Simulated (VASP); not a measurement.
A run of VASP 6.6.1 is set up as follows.

File POSCAR:

```
RbBr
1.0
    4.1260773000      0.0000000000      0.0000000000
    0.0000000000      4.1260773000      0.0000000000
    0.0000000000      0.0000000000      4.1260773000
Rb Br
1 1
Direct
    0.0000000000      0.0000000000      0.0000000000
    0.5000000000      0.5000000000      0.5000000000
```

INCAR.step1

```
ALGO = Normal ; EDIFF = 1E-4
ENCUT = 520 ; GGA = PE
ISMEAR = 0 ; LASPH = True
LCHARG = False ; LREAL = False
LWAVE = True ; NBANDS = 15
NELM = 60 ; PREC = Accurate
SIGMA = 0.02
```

The input INCAR.step2:

```
ALGO = Normal ; EDIFF = 1E-6
ENCUT = 520 ; ISIF = 2
ISMEAR = 0 ; ISTART = 1
LASPH = True ; LCHARG = False
LMIXTAU = True ; LREAL = False
LWAVE = False ; METAGGA = R2SCAN
NBANDS = 15 ; NELM = 60
PREC = Accurate ; SIGMA = 0.02
```

KPOINTS

```
k-points
0
Gamma
  6 6 6
```

Potentials or basis: VASP PAW PBE potentials, release 64 (Rb_sv, Br).

The run is started by

```console
$ cat potpaw_PBE.64/Rb_sv/POTCAR potpaw_PBE.64/Br/POTCAR > POTCAR
$ cp INCAR.step1 INCAR
$ mpirun -np 1 vasp_std > vasp.out
$ cp INCAR.step2 INCAR
$ mpirun -np 1 vasp_std > vasp.out
```

(1) Estimate the pressure.

(2) What does it give for the band gap on the k mesh?

## Answers

(1) 0.0 GPa.

(2) 4.83 eV (least direct gap 4.99 eV).

Caveat: the PAW data sets were made with another functional, which shifts forces and pressure a little.
